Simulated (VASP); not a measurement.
# InP in VASP: notebook, part 2 of 2

VASP 6.6.1.

## 3. Single point, PBE (24.76 Å³/atom)

This run uses another cell than the first one, of 24.76 Å³/atom.

Contents of INCAR:

```
SYSTEM = InP
PREC = Accurate ; ENCUT = 520
EDIFF = 1E-6 ; ISMEAR = -1
SIGMA = 0.02 ; LREAL = .FALSE.
LASPH = .TRUE. ; NELM = 60
ALGO = Normal ; ISIF = 2
LWAVE = .FALSE. ; LCHARG = .TRUE.
GGA = PE ; LELF = .TRUE.
LVHAR = .TRUE. ; NBANDS = 16
```

Contents of KPOINTS:

```
regular mesh
0
G
  13 13 13
  0 0 0
```

Contents of POSCAR:

```
InP
1.0
    0.0000000000      2.9146557824      2.9146557824
    2.9146557824      0.0000000000      2.9146557824
    2.9146557824      2.9146557824      0.0000000000
In P
1 1
Direct
    0.0000000000      0.0000000000      0.0000000000
    0.2500000000      0.2500000000      0.2500000000
```

Potentials or basis: VASP PAW PBE potentials, release 64 (In_d, P).

The run is started by

```sh
$ cat potpaw_PBE.64/In_d/POTCAR potpaw_PBE.64/P/POTCAR > POTCAR
$ mpirun -np 1 vasp_std > vasp.out
```

OUTCAR:

```text
SYSTEM = InP
   PREC = Accurate
   ENCUT = 520
   EDIFF = 1E-6
   ISMEAR = -1
   LREAL = .FALSE.
   LASPH = .TRUE.
   NELM = 60
   ISIF = 2
   GGA = PE

 ion  position               nearest neighbor table
   1  0.000  0.000  0.000-   2 2.52   2 2.52   2 2.52   2 2.52
   2  0.250  0.250  0.250-   1 2.52   1 2.52   1 2.52   1 2.52

  LATTYP: Found a face centered cubic cell.
 ALAT       =     5.8293115648

  Lattice vectors:

 A1 = (   0.0000000000,   2.9146557824,   2.9146557824)
 A2 = (   2.9146557824,   0.0000000000,   2.9146557824)
 A3 = (   2.9146557824,   2.9146557824,   0.0000000000)

Analysis of symmetry for initial positions (statically):
=====================================================================
 Subroutine PRICEL returns:
 Original cell was already a primitive cell.

 Routine SETGRP: Setting up the symmetry group for a
 face centered cubic supercell.

 Subroutine GETGRP returns: Found 24 space group operations
 (whereof 24 operations were pure point group operations)
 out of a pool of 48 trial point group operations.

The static configuration has the point symmetry T_d .

Analysis of symmetry for dynamics (positions and initial velocities):
=====================================================================
 Subroutine PRICEL returns:
 Original cell was already a primitive cell.

 Routine SETGRP: Setting up the symmetry group for a
 face centered cubic supercell.

 Subroutine GETGRP returns: Found 24 space group operations
 (whereof 24 operations were pure point group operations)
 out of a pool of 48 trial point group operations.

The dynamic configuration has the point symmetry T_d .

 Subroutine INISYM returns: Found 24 space group operations
 (whereof 24 operations are pure point group operations),
 and found     1 'primitive' translations

[... 105 lines left out ...]
   NELECT =      18.0000    total number of electrons
   NUPDOWN=      -1.0000    fix difference up-down
   EMIN   =  10.00;   EMAX   =-10.00  energy-range for DOS
   EFERMI =   0.00;   METHOD = LEGACY
   ISMEAR =    -1;   SIGMA  =   0.02  broadening in eV -4-tet -1-fermi 0-gaus
   EFERMI_NEDOS =   21; number of points for ismear=-14 and -15
   IALGO  =     38    algorithm
   IMIX   =      4    mixing-type and parameters
     AMIX     =   0.40;   BMIX     =  1.00
     AMIX_MAG =   1.60;   BMIX_MAG =  1.00
  volume/ion in A,a.u.               =      24.76       167.09
  Fermi-wavevector in a.u.,A,eV,Ry     =   1.168338  2.207838 18.572129  1.365013
  Thomas-Fermi vector in A             =   2.304826
   LORBIT       =      0    0 simple, 1 ext, 2 COOP (PROOUT), +10 PAW based schemes
   GGA     = PE    functional components
   LHFCALC =     F    Hartree Fock is set to
   AEXX    =    0.0000 exact exchange contribution
   IVDW    =     0    specifies the selected vdW correction
   LEPSILON=     F    determine dielectric tensor
   LRPA    =     F    only Hartree local field effects (RPA)
 non-spin polarized calculation
  energy-cutoff  :      520.00
  volume of cell :       49.52
 maximum number of plane-waves:      1363
   NGX = 15   NGY = 15   NGZ = 15

 number of electron      17.9999999 magnetization

 Free energy of the ion-electron system (eV)
  ---------------------------------------------------
  ext. energy  EPLUGINS =         0.00000000
  ---------------------------------------------------
  free energy    TOTEN  =        -8.36286132 eV

  energy without entropy =       -8.36286132  energy(sigma->0) =       -8.36286132

 E-fermi :   5.7736     XC(G=0):  -9.3561

 val. band max:        5.3671676130   @ k =   0.0000   0.0000   0.0000
 cond. band min:       6.1683324073   @ k =   0.0000   0.0000   0.0000
 fundamental gap:      0.8011647943
 Fermi energy:         5.7735785873

 k-point     1 :       0.0000    0.0000    0.0000
  band No.  band energies     occupation
      1      -8.8506      2.00000
      2      -8.8506      2.00000
      3      -8.8506      2.00000
      4      -8.6901      2.00000
      5      -8.6901      2.00000
      6      -6.2627      2.00000
[... 433 lines left out ...]
      3      -8.7933      2.00000
      4      -8.6957      2.00000
      5      -8.6714      2.00000
      6      -4.5180      2.00000
[... 8 lines left out ...]
     15      16.1400      0.00000
     16      16.1870      0.00000

 [... further k-points ...]
[... 5 lines left out ...]
  --------------------------------------------------------------------------------------
  -------------------------------------------------------------------------------------
  Total        1.4021581      1.4021581      1.4021581      0.0000000     -0.0000000     -0.0000000
  in kB       45.3644600     45.3644600     45.3644600      0.0000000     -0.0000000     -0.0000000
  external PRESSURE =      45.3644600 kB  Pullay stress =       0.0000000 kB

 VOLUME and BASIS-vectors are now :
 -----------------------------------------------------------------------------
  energy-cutoff  :      520.00
  volume of cell :       49.52
      direct lattice vectors                 reciprocal lattice vectors
     0.000000000  2.914655782  2.914655782    -0.171546844  0.171546844  0.171546844
     2.914655782  0.000000000  2.914655782     0.171546844 -0.171546844  0.171546844
     2.914655782  2.914655782  0.000000000     0.171546844  0.171546844 -0.171546844

 POSITION                                       TOTAL-FORCE (eV/Angst)
 -----------------------------------------------------------------------------------
      0.00000      0.00000      0.00000         0.000000      0.000000      0.000000
      1.45733      1.45733      1.45733        -0.000000      0.000000     -0.000000
 -----------------------------------------------------------------------------------
    total drift:                               -0.000000     -0.000000      0.000000

  FREE ENERGIE OF THE ION-ELECTRON SYSTEM (eV)
  ---------------------------------------------------
  free  energy   TOTEN  =        -8.3628613200 eV

  energy  without entropy=       -8.3628613200  energy(sigma->0) =       -8.36286132
```

OSZICAR:

```text
N       E                     dE             d eps       ncg     rms          rms(c)
DAV:   1     0.113216791826E+03    0.11322E+03   -0.83655E+03  2704   0.126E+03
DAV:   2    -0.115763719849E+01   -0.11437E+03   -0.10943E+03  2984   0.302E+02
DAV:   3    -0.858724488072E+01   -0.74296E+01   -0.73937E+01  3472   0.759E+01
DAV:   4    -0.878180197456E+01   -0.19456E+00   -0.19450E+00  3408   0.130E+01
DAV:   5    -0.879158391398E+01   -0.97819E-02   -0.97818E-02  4016   0.251E+00    0.584E+00
DAV:   6    -0.839292641184E+01    0.39866E+00   -0.62029E-01  4304   0.131E+01    0.351E+00
DAV:   7    -0.836176598348E+01    0.31160E-01   -0.16696E-01  3944   0.332E+00    0.128E+00
DAV:   8    -0.836203370421E+01   -0.26772E-03   -0.16400E-02  3376   0.152E+00    0.355E-01
DAV:   9    -0.836263769286E+01   -0.60399E-03   -0.13277E-03  3360   0.383E-01    0.164E-01
DAV:  10    -0.836278797093E+01   -0.15028E-03   -0.26349E-04  4200   0.226E-01    0.108E-01
DAV:  11    -0.836286186974E+01   -0.73899E-04   -0.11801E-04  3176   0.984E-02    0.454E-02
DAV:  12    -0.836286132004E+01    0.54971E-06   -0.84490E-06  3256   0.295E-02
   1 F= -.83628613E+01 E0= -.83628613E+01  d E =-.309079E-11
```

Wall time 48 s (1 thread of Intel Xeon Platinum 8259CL at 2.50GHz (Skylake/Cascade Lake), shared host); peak memory 0.21 GiB.

Results:

```yaml
Free_energy: -8.3629 eV
Pressure: 4.5 GPa
Band_gap_on_the_k_mesh: 0.80 eV
```

Levels at points of the mesh, in eV from the valence-band top:
```
           k point  band 6  band 7  band 8  band 9  band 10  band 11  band 12  band 13
(0.00, 0.00, 0.00)  -11.63    0.00    0.00    0.00     0.80     4.09     4.09     4.09
```

Caveat: the cell stands under pressure; spin-orbit coupling is left out, which moves the levels of the heavy elements.
